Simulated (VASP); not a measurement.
ZnCu: single point with PBE

Crystal: ZnCu.

```
Zn Cu
1.0
     2.97445    0.00000    0.00000
     0.00000    2.97445    0.00000
     0.00000    0.00000    2.94500
Zn Cu
1 1
Direct
  0.50000 0.50000 0.50000
  0.00000 0.00000 0.00000
```

| Property | Result |
| --- | --- |
| Program | VASP 6.6.1 |
| Task | single point |
| Functional | PBE |
| Potentials or basis | VASP PAW PBE potentials, release 64 (Zn, Cu) |
| Cutoff | 520 eV |
| k mesh | 8 × 8 × 8 |
| Occupations | fermi-dirac, width 0.05 eV |
| Spin | no spin polarisation |

```json
{
  "Pressure": "1.0 GPa",
  "Band gap on the k mesh": "zero (an odd number of electrons rules out a gap without spin polarisation)"
}
```

Stress tensor (GPa, compression positive):
```
0.92 0.00 0.00
0.00 0.92 0.00
0.00 0.00 1.18
```

Levels at points of the mesh, in eV from the Fermi level:
```
           k point  band 9  band 10  band 11  band 12  band 13  band 14  band 15  band 16
(0.00, 0.00, 0.00)   -2.47    -2.46    -2.46     6.27     6.27     6.61    11.26    11.40
(0.50, 0.00, 0.00)   -3.01    -2.97    -2.53    -1.78    11.62    11.94    12.26    12.59
(0.50, 0.50, 0.00)   -2.61    -2.25    -1.65    -1.65     1.83     2.18    14.11    15.76
(0.00, 0.00, 0.50)   -3.01    -3.01    -2.54    -1.72    11.72    11.72    12.35    12.35
(0.50, 0.00, 0.50)   -2.62    -2.23    -1.59    -1.57     1.92     2.29    13.86    15.49
(0.50, 0.50, 0.50)   -2.23    -2.21     3.93     4.49     4.53     4.53     4.62     4.70
```

Run time: 13 s on 1 thread of Intel(R) Xeon(R) 6975P-C (Granite Rapids), on a shared host, peak memory 0.16 GiB.
